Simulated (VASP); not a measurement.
# KF (P1) in VASP: relaxation of cell and atoms with PBE

Aim: the relaxation of cell and atoms of KF with PBE.

Everything below comes from runs of VASP 6.6.1. Logs are shortened: lines on timing, memory, paths and dates and some standing lists are left out, and cuts for length are marked.

### 1 The cell of the first run

The typed cell holds 4 atoms: a = 3.889 Å, b = 3.848 Å, c = 6.635 Å, α = 71.99°, β = 73.64°, γ = 57.75°.

### 2 Relaxation of cell and atoms, PBE

Input file INCAR:

```
PREC     = Accurate       # precision mode
ENCUT    = 600            # plane-wave cutoff, eV
EDIFF    = 1E-6           # SCF threshold, eV
ISMEAR   = 0              # smearing method
SIGMA    = 0.1            # smearing width, eV
LREAL    = F              # projectors in reciprocal space
LASPH    = T              # aspherical terms in the spheres
NELM     = 80             # most SCF steps
ALGO     = Normal         # electronic algorithm
ISIF     = 3              # what is computed and relaxed
LWAVE    = F              # write WAVECAR
LCHARG   = F              # write CHGCAR
GGA      = PE             # functional
IBRION   = 2              # ionic algorithm
NSW      = 80             # ionic steps
EDIFFG   = -0.025         # ionic threshold
```

Input file KPOINTS:

```
Automatic mesh
0
Gamma
  6 6 6
```

Input file POSCAR:

```
KF
1.0
   -0.0728137653     -2.7432233930     -2.7553371022
   -2.6704192977     -0.0580196452     -2.7701312223
    2.6272968693      2.7444833250     -5.4391203711
K F
2 2
Direct
    1.0048855776      1.0562604307      0.0044244365
    0.4739583654      0.4821521312      0.4956952122
    0.2228371043      0.2743129676      0.2483881516
    0.7983189527      0.6872744705      0.7514921996
```

Potentials or basis: VASP PAW PBE potentials, release 64 (K_sv, F).

On the command line:

```console
$ cat potpaw_PBE.64/K_sv/POTCAR potpaw_PBE.64/F/POTCAR > POTCAR
$ mpirun -np 1 vasp_std > vasp.out
```

OUTCAR:

```text
PREC = Accurate
   ENCUT = 600
   EDIFF = 1E-6
   ISMEAR = 0
   LREAL = F
   LASPH = T
   NELM = 80
   ISIF = 3
   GGA = PE
   IBRION = 2
   NSW = 80
   EDIFFG = -0.025

 ion  position               nearest neighbor table
   1  0.005  0.056  0.004-   4 2.35   3 2.53   3 2.73   3 2.81   2 3.66   2 3.67   2 3.70
   2  0.474  0.482  0.496-   4 2.55   3 2.61   3 2.73   3 2.75   4 2.78   1 3.66   1 3.67   1 3.70

   3  0.223  0.274  0.248-   1 2.53   2 2.61   1 2.73   2 2.73   2 2.75   1 2.81
   4  0.798  0.687  0.751-   1 2.35   2 2.55   2 2.78

  LATTYP: Found a triclinic cell.
 ALAT       =     3.8887605963
 B/A-ratio  =     0.9895527231
 C/A-ratio  =     1.7174979035
 COS(alpha) =     0.0036725759
 COS(beta)  =     0.3024658718
 COS(gamma) =     0.5336807265

  Lattice vectors:

 A1 = (   0.0728137653,   2.7432233930,   2.7553371022)
 A2 = (   2.6704192977,   0.0580196452,   2.7701312223)
 A3 = (   2.7001106346,   5.4877067180,  -2.6837832689)

Analysis of symmetry for initial positions (statically):
=====================================================================
 Subroutine PRICEL returns:
 Original cell was already a primitive cell.

 Routine SETGRP: Setting up the symmetry group for a
 triclinic supercell.

 Subroutine GETGRP returns: Found  1 space group operations
 (whereof  1 operations were pure point group operations)
 out of a pool of  2 trial point group operations.

The static configuration has the point symmetry C_1 .

Analysis of symmetry for dynamics (positions and initial velocities):
=====================================================================
 Subroutine PRICEL returns:
 Original cell was already a primitive cell.

 Routine SETGRP: Setting up the symmetry group for a
 triclinic supercell.

 Subroutine GETGRP returns: Found  1 space group operations
 (whereof  1 operations were pure point group operations)
 out of a pool of  2 trial point group operations.

The dynamic configuration has the point symmetry C_1 .

 Subroutine INISYM returns: Found  1 space group operations
 (whereof  1 operations are pure point group operations),
 and found     1 'primitive' translations

----------------------------------------------------------------------------------------

                                     Primitive cell

  volume of cell :      79.0067

  direct lattice vectors                    reciprocal lattice vectors
[... 114 lines left out ...]
  Thomas-Fermi vector in A             =   2.346780
   LORBIT       =      0    0 simple, 1 ext, 2 COOP (PROOUT), +10 PAW based schemes
   GGA     = PE    functional components
   LHFCALC =     F    Hartree Fock is set to
   AEXX    =    0.0000 exact exchange contribution
   IVDW    =     0    specifies the selected vdW correction
   LEPSILON=     F    determine dielectric tensor
   LRPA    =     F    only Hartree local field effects (RPA)
 conjugate gradient relaxation of ions
 non-spin polarized calculation
 Gauss-broadening in eV      SIGMA  =   0.10
  energy-cutoff  :      600.00
  volume of cell :       79.01
 maximum number of plane-waves:      2660
   NGX = 15   NGY = 15   NGZ = 27

--------------------------------------- Ionic step        1  -------------------------------------------

 number of electron      32.0000005 magnetization

 Free energy of the ion-electron system (eV)
  ---------------------------------------------------
  ext. energy  EPLUGINS =         0.00000000
  ---------------------------------------------------
  free energy    TOTEN  =       -16.41690885 eV

  energy without entropy =      -16.41690885  energy(sigma->0) =      -16.41690885

------------------------ aborting loop because EDIFF is reached ----------------------------------------

  FORCE on cell =-STRESS in cart. coord.  units (eV):
  Direction    XX          YY          ZZ          XY          YZ          ZX
  --------------------------------------------------------------------------------------
  -------------------------------------------------------------------------------------
  Total        1.7359336      0.2159628      0.3904931     -0.0268043     -0.1535822     -0.3298633
  in kB       35.2029918      4.3795097      7.9188078     -0.5435646     -3.1144938     -6.6892959
  external PRESSURE =      15.8337698 kB  Pullay stress =       0.0000000 kB
[... 95 lines left out ...]
  FREE ENERGIE OF THE ION-ELECTRON SYSTEM (eV)
  ---------------------------------------------------
  free  energy   TOTEN  =       -16.5221181562 eV

  energy  without entropy=      -16.5221181562  energy(sigma->0) =      -16.52211816

[... ionic steps 4 to 9 ...]

--------------------------------------- Ionic step       10  -------------------------------------------

 number of electron      32.0000001 magnetization

------------------------ aborting loop because EDIFF is reached ----------------------------------------
[... 71 lines left out ...]
--------------------------------------- Ionic step       12  -------------------------------------------

 number of electron      32.0000003 magnetization

 Free energy of the ion-electron system (eV)
  ---------------------------------------------------
  ext. energy  EPLUGINS =         0.00000000
  ---------------------------------------------------
  free energy    TOTEN  =       -16.60142488 eV

  energy without entropy =      -16.60142488  energy(sigma->0) =      -16.60142488

 E-fermi :  -2.3903     XC(G=0):  -8.2065

 val. band max:       -2.9176851169   @ k =   0.0000   0.0000   0.0000
 cond. band min:       3.0238317724   @ k =   0.0000   0.0000   0.0000
 fundamental gap:      5.9415168893
 Fermi energy:        -2.3902584377

 k-point     1 :       0.0000    0.0000    0.0000
  band No.  band energies     occupation
      1     -29.1807      2.00000
      2     -29.1007      2.00000
      3     -21.6194      2.00000
      4     -21.5528      2.00000
      5     -12.7124      2.00000
      6     -12.4986      2.00000
[... 541 lines left out ...]
     19       6.9227      0.00000
     20       6.9367      0.00000

 [... further k-points ...]

------------------------ aborting loop because EDIFF is reached ----------------------------------------

  FORCE on cell =-STRESS in cart. coord.  units (eV):
  Direction    XX          YY          ZZ          XY          YZ          ZX
  --------------------------------------------------------------------------------------
  -------------------------------------------------------------------------------------
  Total       -0.0285579     -0.0352968     -0.0092322      0.0133669     -0.0054775     -0.0095568
  in kB       -0.5739412     -0.7093762     -0.1855444      0.2686406     -0.1100845     -0.1920667
  external PRESSURE =      -0.4896206 kB  Pullay stress =       0.0000000 kB
[... 19 lines left out ...]
  FREE ENERGIE OF THE ION-ELECTRON SYSTEM (eV)
  ---------------------------------------------------
  free  energy   TOTEN  =       -16.6014248795 eV

  energy  without entropy=      -16.6014248795  energy(sigma->0) =      -16.60142488

 reached required accuracy - stopping structural energy minimisation
```

Wall time 24 min (1 thread of Intel Xeon Platinum 8259CL at 2.50GHz (Skylake/Cascade Lake), shared host); peak memory 0.37 GiB.

What came out:

```yaml
Free_energy: -16.6014 eV
Relaxed_volume: 19.93 Å³/atom
Relaxed_cell: a = 3.835 Å, b = 3.836 Å, c = 6.632 Å, α = 73.22°, β = 73.23°, γ = 60.09°
Space_group_after_relaxing_to_0.1_Å: Fm-3m (No. 225)
Energy_gained_by_relaxing: 46.1 meV/atom
Ionic_steps: 12
Pressure_after_relaxing: 0.0 GPa
Largest_force_after_relaxing: 0.024 eV/Å
Band_gap_on_the_k_mesh: 5.94 eV
```

Forces on the atoms (eV/Å):
```
K   -0.005  0.004 -0.002
K   -0.004  0.011 -0.005
F    0.011  0.008  0.003
F   -0.002 -0.023  0.003
```

The path:
| step | energy change (eV) | largest force (eV/Å) | pressure (GPa) | volume (Å³) |
| --- | --- | --- | --- | --- |
| 1 | 0.0000 | 0.8652 | 1.58 | 79.01 |
| 2 | -0.0785 | 0.4582 | 0.21 | 81.25 |
| 3 | -0.1052 | 0.2730 | -1.17 | 84.67 |
| 4 | -0.1060 | 0.2801 | -1.01 | 84.20 |
| 5 | -0.1293 | 0.2475 | -0.71 | 82.77 |
| 6 | -0.1639 | 0.1372 | 0.54 | 78.57 |
| 7 | -0.1745 | 0.1033 | 0.16 | 79.36 |
| 8 | -0.1789 | 0.0999 | -0.21 | 80.29 |
| 9 | -0.1821 | 0.0692 | -0.05 | 79.78 |
| 10 | -0.1832 | 0.0474 | 0.31 | 78.80 |
| 11 | -0.1836 | 0.0375 | 0.17 | 79.16 |
| 12 | -0.1845 | 0.0235 | -0.05 | 79.72 |

Final structure:
```yaml
crystal:
  lattice:
    - [0.00040, -2.71352, -2.70993]
    - [-2.71409, 0.00339, -2.71036]
    - [2.70641, 2.70541, -5.41629]
  atoms:
    - { symbol: K, position: [0.00031, 0.99944, 0.99988] }
    - { symbol: K, position: [0.50135, 0.49888, 0.49966] }
    - { symbol: F, position: [0.25113, 0.25078, 0.24976] }
    - { symbol: F, position: [0.74721, 0.75089, 0.75070] }
```

Levels at points of the mesh, in eV from the valence-band top:
| k point | band 14 | band 15 | band 16 | band 17 | band 18 | band 19 |
| --- | --- | --- | --- | --- | --- | --- |
| (0.00, 0.00, 0.00) | 0.00 | 0.00 | 0.00 | 5.94 | 8.89 | 10.29 |
| (0.50, 0.00, 0.00) | -0.24 | -0.19 | -0.19 | 8.98 | 8.99 | 9.65 |
| (0.00, 0.50, 0.00) | -0.24 | -0.19 | -0.19 | 8.97 | 8.99 | 9.66 |
| (0.50, 0.50, 0.00) | -0.23 | -0.07 | -0.07 | 8.16 | 8.88 | 10.06 |
| (0.00, 0.00, 0.50) | -0.16 | -0.16 | -0.16 | 7.40 | 7.42 | 9.95 |
| (0.50, 0.00, 0.50) | -0.23 | -0.07 | -0.07 | 8.16 | 8.88 | 10.06 |
| (0.00, 0.50, 0.50) | -0.23 | -0.07 | -0.07 | 8.16 | 8.88 | 10.06 |
| (0.50, 0.50, 0.50) | -0.24 | -0.19 | -0.19 | 8.96 | 9.00 | 9.66 |
